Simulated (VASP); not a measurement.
Input of a VASP 6.6.1 run:

The input INCAR:

```
PREC = Accurate
ENCUT = 520
EDIFF = 1E-6
ISMEAR = 0
SIGMA = 0.15
LREAL = Auto
LASPH = True
NELM = 80
ALGO = Normal
ISIF = 2
LWAVE = False
LCHARG = False
GGA = PE
NBANDS = 78
```

The input KPOINTS:

```
regular mesh
0
Gamma
  3 3 1
```

The input POSCAR:

```
BaZr2O5
1.0
    1.9645074218     -5.7637790387      0.0000000000
    1.9645074218      5.7637790387      0.0000000000
    0.0000000000      0.0000000000     11.8505246026
Ba Zr O
2 4 10
Direct
    0.1887741943      0.8112258057      0.2500000000
    0.8112258057      0.1887741943      0.7500000000
    0.8768943471      0.1231056529      0.0662252658
    0.8768943471      0.1231056529      0.4337747342
    0.1231056529      0.8768943471      0.9337747342
    0.1231056529      0.8768943471      0.5662252658
    0.0454489278      0.9545510722      0.0953022185
    0.0454489278      0.9545510722      0.4046977815
    0.3149751934      0.6850248066      0.4459158587
    0.3149751934      0.6850248066      0.0540841413
    0.9545510722      0.0454489278      0.9046977815
    0.9545510722      0.0454489278      0.5953022185
    0.6850248066      0.3149751934      0.9459158587
    0.6850248066      0.3149751934      0.5540841413
    0.1652007406      0.8347992594      0.7500000000
    0.8347992594      0.1652007406      0.2500000000
```

Potentials or basis: VASP PAW PBE potentials, release 64 (Ba_sv, Zr_sv, O).

The run is started by

```console
$ cat potpaw_PBE.64/Ba_sv/POTCAR potpaw_PBE.64/Zr_sv/POTCAR potpaw_PBE.64/O/POTCAR > POTCAR
$ mpirun -np 1 vasp_std > vasp.out
```

Question: What does it give for the largest force?

Answer: 0.192 eV/Å.

Question: Estimate the pressure.

Answer: 1.0 GPa.

Forces on the atoms (eV/Å):
```
Ba   0.000 -0.128  0.000
Ba   0.000  0.128  0.000
Zr   0.000  0.020  0.004
Zr   0.000  0.020 -0.004
Zr   0.000 -0.020 -0.004
Zr   0.000 -0.020  0.004
O    0.000  0.106 -0.159
O    0.000  0.106  0.159
O    0.000 -0.006  0.056
O    0.000 -0.006 -0.056
O    0.000 -0.106  0.159
O    0.000 -0.106 -0.159
O    0.000  0.006  0.056
O    0.000  0.006 -0.056
O    0.000  0.073  0.000
O    0.000 -0.073  0.000
```

Caveat: the k points lie up to 0.56 Å⁻¹ apart.
